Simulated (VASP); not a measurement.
# Cu3O2 (I4/mmm) in VASP: settings compared, part 2 of 2

VASP 6.6.1. The steps go on from the part before.

### 3 Single point, PBEsol

This run uses another cell than the first one, of 12.51 Å³/atom, 1.020 times its volume.

INCAR reads:

```
SYSTEM = Cu3O2
  PREC = Accurate
  ENCUT = 520
  EDIFF = 1E-6
  ISMEAR = -1
  SIGMA = 0.05
  LREAL = .FALSE.
  LASPH = .TRUE.
  NELM = 60
  ALGO = Normal
  ISIF = 2
  LWAVE = .FALSE.
  LCHARG = .TRUE.
  GGA = PS
  LELF = .TRUE.
  LVHAR = .TRUE.
  NBANDS = 30
```

KPOINTS reads:

```
regular mesh
0
G
  8 8 8
  0 0 0
```

POSCAR reads:

```
Cu3O2
1.0
   -2.0229820000      2.0229820000      3.8205616800
    2.0229820000     -2.0229820000      3.8205616800
    2.0229820000      2.0229820000     -3.8205616800
Cu O
3 2
Direct
    0.0000000000      0.0000000000      0.0000000000
    0.7500000000      0.2500000000      0.5000000000
    0.2500000000      0.7500000000      0.5000000000
    0.5000000000      0.0000000000      0.5000000000
    0.0000000000      0.5000000000      0.5000000000
```

Potentials or basis: VASP PAW PBE potentials, release 64 (Cu, O).

Launch:

```console
> cat potpaw_PBE.64/Cu/POTCAR potpaw_PBE.64/O/POTCAR > POTCAR
> mpirun -np 1 vasp_std > vasp.out
```

Wall time 100 s (1 thread of Intel Xeon Platinum 8488C (Sapphire Rapids), shared host); peak memory 0.25 GiB.

It converged, with:

* Free energy: -24.7168 eV
* Pressure: -12.3 GPa

Stress tensor (GPa, compression positive):
```
 -7.07   0.00   0.00
  0.00  -7.07   0.00
  0.00   0.00 -22.80
```

Levels at points of the mesh, in eV from the Fermi level:
| k point | band 19 | band 20 | band 21 | band 22 | band 23 | band 24 | band 25 | band 26 | band 27 | band 28 |
| --- | --- | --- | --- | --- | --- | --- | --- | --- | --- | --- |
| (0.00, 0.00, 0.00) | -1.49 | -1.29 | -0.77 | -0.77 | 0.17 | 0.36 | 5.14 | 5.14 | 6.69 | 7.15 |
| (0.50, 0.00, 0.00) | -1.41 | -1.22 | -0.84 | -0.45 | -0.23 | 2.54 | 2.94 | 7.93 | 7.97 | 8.10 |
| (0.50, 0.50, 0.00) | -1.38 | -0.45 | -0.29 | -0.20 | 0.60 | 1.37 | 3.29 | 3.51 | 6.98 | 9.11 |
| (0.50, 0.50, 0.50) | -1.55 | -1.29 | -1.24 | -0.30 | -0.30 | 3.22 | 4.16 | 6.18 | 6.18 | 7.37 |

Caveat: the PAW data sets were made with another functional, which shifts forces and pressure a little; an odd number of electrons without spin polarisation forces a metal; a magnetic or distorted state may lie lower. With open d or f shells a metallic result of PBEsol can be an artefact of self-interaction; +U or a hybrid may open a gap.

### 4 Single point, LDA

This run uses another cell than the first one, of 12.03 Å³/atom, 0.980 times its volume.

INCAR reads:

```
SYSTEM = Cu3O2
PREC     = Accurate       ! precision mode
ENCUT    = 700            ! plane-wave cutoff, eV
EDIFF    = 1E-6           ! SCF threshold, eV
ISMEAR   = -1             ! smearing method
SIGMA    = 0.05           ! smearing width, eV
LREAL    = .False.        ! projectors in reciprocal space
LASPH    = .True.         ! aspherical terms in the spheres
NELM     = 120            ! most SCF steps
ALGO     = Normal         ! electronic algorithm
ISIF     = 2              ! what is computed and relaxed
LWAVE    = .False.        ! write WAVECAR
LCHARG   = .False.        ! write CHGCAR
GGA      = CA             ! functional
NBANDS   = 42             ! bands
GGA_COMPAT= .False.
```

KPOINTS reads:

```
regular mesh
0
Gamma
  9 9 9
  0 0 0
```

POSCAR, as its differences from that of step 3:

```diff
@@ -2,5 +2,5 @@
 1.0
-   -2.0229820000      2.0229820000      3.8205616800
-    2.0229820000     -2.0229820000      3.8205616800
-    2.0229820000      2.0229820000     -3.8205616800
+   -2.0229820000      2.0229820000      3.6736170000
+    2.0229820000     -2.0229820000      3.6736170000
+    2.0229820000      2.0229820000     -3.6736170000
 Cu O
```

Potentials or basis: VASP PAW LDA potentials, release 64 (Cu_sv_GW, O).

Launch:

```console
> cat potpaw_LDA.64/Cu_sv_GW/POTCAR potpaw_LDA.64/O/POTCAR > POTCAR
> mpirun -np 1 vasp_std > vasp.out
```

OUTCAR:

```text
SYSTEM = Cu3O2
   PREC = Accurate
   ENCUT = 700
   EDIFF = 1E-6
   ISMEAR = -1
   LREAL = .False.
   LASPH = .True.
   NELM = 120
   ISIF = 2
   GGA = CA

 ion  position               nearest neighbor table
   1  0.000  0.000  0.000-   4 2.02   5 2.02   5 2.02   4 2.02
   2  0.750  0.250  0.500-   4 1.84   5 1.84
   3  0.250  0.750  0.500-   4 1.84   5 1.84
   4  0.500  0.000  0.500-   2 1.84   3 1.84   1 2.02   1 2.02
   5  0.000  0.500  0.500-   2 1.84   3 1.84   1 2.02   1 2.02
[... 1283 lines left out ...]
  --------------------------------------------------------------------------------------
  -------------------------------------------------------------------------------------
  Total       -4.4624342     -4.4624342     -7.2506973      0.0000000      0.0000000      0.0000000
  in kB     -118.8897737   -118.8897737   -193.1756817      0.0000000      0.0000000      0.0000000
  external PRESSURE =    -143.6517431 kB  Pullay stress =       0.0000000 kB

 VOLUME and BASIS-vectors are now :
 -----------------------------------------------------------------------------
  energy-cutoff  :      700.00
  volume of cell :       60.14
      direct lattice vectors                 reciprocal lattice vectors
    -2.022982000  2.022982000  3.673617000     0.000000000  0.247159886  0.136105642
     2.022982000 -2.022982000  3.673617000     0.247159886  0.000000000  0.136105642
     2.022982000  2.022982000 -3.673617000     0.247159886  0.247159886  0.000000000

 POSITION                                       TOTAL-FORCE (eV/Angst)
 -----------------------------------------------------------------------------------
      0.00000      0.00000      0.00000         0.000000      0.000000      0.000000
      0.00000      2.02298      1.83681         0.000000     -0.000000     -0.000000
      2.02298      0.00000      1.83681        -0.000000      0.000000      0.000000
      0.00000      2.02298      0.00000         0.000000      0.000000      0.000000
      2.02298      0.00000      0.00000         0.000000      0.000000      0.000000
 -----------------------------------------------------------------------------------
    total drift:                                0.000000     -0.000000     -0.000000

  FREE ENERGIE OF THE ION-ELECTRON SYSTEM (eV)
  ---------------------------------------------------
  free  energy   TOTEN  =       -27.5252062135 eV

  energy  without entropy=      -27.5082950491  energy(sigma->0) =      -27.51675063
```

stdout:

```text
POSCAR found type information on POSCAR CuO
 POSCAR found :  2 types and       5 ions
 scaLAPACK will be used
 LDA part: xc-table for (Slater(with rela. corr.)+CA(PZ))
 , standard interpolation
 POSCAR, INCAR and KPOINTS ok, starting setup
 FFT: planning ... GRIDC
 FFT: planning ... GRID_SOFT
 FFT: planning ... GRID
 WAVECAR not read
 entering main loop
```

It took 7.2 min on 1 thread of Intel Xeon Platinum 8259CL at 2.50GHz (Skylake/Cascade Lake), shared host; peak memory 0.38 GiB.

What came out:

| Property | Result |
| --- | --- |
| Free energy | -27.5252 eV |
| Pressure | -14.4 GPa |

Levels at points of the mesh, in eV from the Fermi level:
```csv
k point,band 32,band 33,band 34,band 35,band 36,band 37,band 38,band 39
"(0.00, 0.00, 0.00)",-1.46,-0.75,-0.75,0.38,0.48,5.12,5.12,6.76
```

Caveat: an odd number of electrons without spin polarisation forces a metal; a magnetic or distorted state may lie lower. With open d or f shells a metallic result of LDA can be an artefact of self-interaction; +U or a hybrid may open a gap.

### 5 Summary

| level | potentials or basis | cell | k mesh | cutoff (eV) | second run | gap on the mesh (eV) | pressure (GPa) |
| --- | --- | --- | --- | --- | --- | --- | --- |
| PBEsol | VASP PAW PBE potentials, release 64 (Cu, O) | a = 4.714 Å, angles 129.2, 129.2, 74.7°, 5 atoms | 8 × 8 × 8 | 520 | - | none | -9.3 |
| PBEsol | VASP PAW PBE potentials, release 64 (Cu, O) | a = 4.773 Å, angles 129.8, 129.8, 73.7°, 5 atoms | 8 × 8 × 8 | 520 | - | none | -12.3 |
| LDA | VASP PAW LDA potentials, release 64 (Cu_sv_GW, O) | a = 4.656 Å, angles 128.5, 128.5, 75.8°, 5 atoms | 9 × 9 × 9 | 700 | valence_matched | none | -14.4 |

Alike in all rows: task single point; no spin polarisation; smearing fermi-dirac 0.05 eV.

Caveats: an odd number of electrons without spin polarisation forces a metal; a magnetic or distorted state may lie lower; the PAW data sets were made with another functional, which shifts forces and pressure a little (some runs).

Absolute energies hang on the potentials; compare differences alone.
